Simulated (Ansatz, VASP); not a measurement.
**Two plane-wave programs on H**

```xyz
4
Lattice="3.6680 0.0000 0.0000 -1.8340 3.1766 0.0000 0.0000 0.0000 4.9719" Properties=species:S:1:pos:R:3 pbc="T T T"
H     0.0000    2.1177    0.7438
H     1.8340    1.0589    3.4027
H     1.8340    1.0589    4.0551
H     0.0000    2.1177    1.7421
```

Alike in both runs: task single point; functional PBE; k mesh 9 × 9 × 6; occupations gaussian, width 0.02 eV; no spin polarisation.

```csv
,VASP,Ansatz
version,VASP 6.6.1,Ansatz 0.2.0
potentials or method,"VASP PAW PBE potentials, release 64 (H), cutoff 520 eV","scalar-relativistic, plane waves, PAW"
valence electrons in the cell,4,4
```

Ansatz gave:

```
gap on the k mesh at the Fermi level (eV)                     : 7.59
least direct gap on the mesh (eV)                             : 7.74
pressure (GPa)                                                : -0.9
traceless stress, the component that is largest in VASP (GPa) : -2.06
rms of the force components (eV/Å)                            : 2.583
```

Q: Estimate VASP's values.

A: gap on the k mesh at the Fermi level (eV): 7.59; least direct gap on the mesh (eV): 7.74; pressure (GPa): -1.0; traceless stress, the component that is largest in VASP (GPa): -2.04; rms of the force components (eV/Å): 2.594.

Atom by atom the forces differ by 0.012 eV/Å (rms over components).
